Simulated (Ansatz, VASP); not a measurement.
Na2Cl in VASP and in Ansatz

```xyz
3
Lattice="1.9674 1.1359 6.7291 -1.9674 1.1359 6.7291 0.0000 -2.2717 6.7291" Properties=species:S:1:pos:R:3 pbc="T T T"
Na    0.0000    0.0000   15.1621
Na    0.0000    0.0000    5.0251
Cl    0.0000    0.0000    0.0000
```

Alike in both runs: task single point; functional PBEsol; k mesh 10 × 10 × 10; occupations gaussian, width 0.15 eV; no spin polarisation.

```csv
,VASP,Ansatz
version,VASP 6.6.1,Ansatz 0.2.0
potentials or method,"VASP PAW PBE potentials, release 64 (Na_pv, Cl), cutoff 520 eV",all-electron (LAPW or listed datasets)
```

```tsv
	VASP	Ansatz	Ansatz less VASP
gap on the k mesh at the Fermi level (eV)	none	none	-
pressure (GPa)	-0.6	-0.6	0.00
rms of the force components (eV/Å)	0.004	0.006	+0.0025
```

VASP's potentials were made for PBE, not for PBEsol. Atom by atom the forces differ by 0.003 eV/Å (rms over components). A gap of «none» marks a metal or a gap that the smearing closes. Ansatz ran all-electron here, and VASP with PAW potentials.
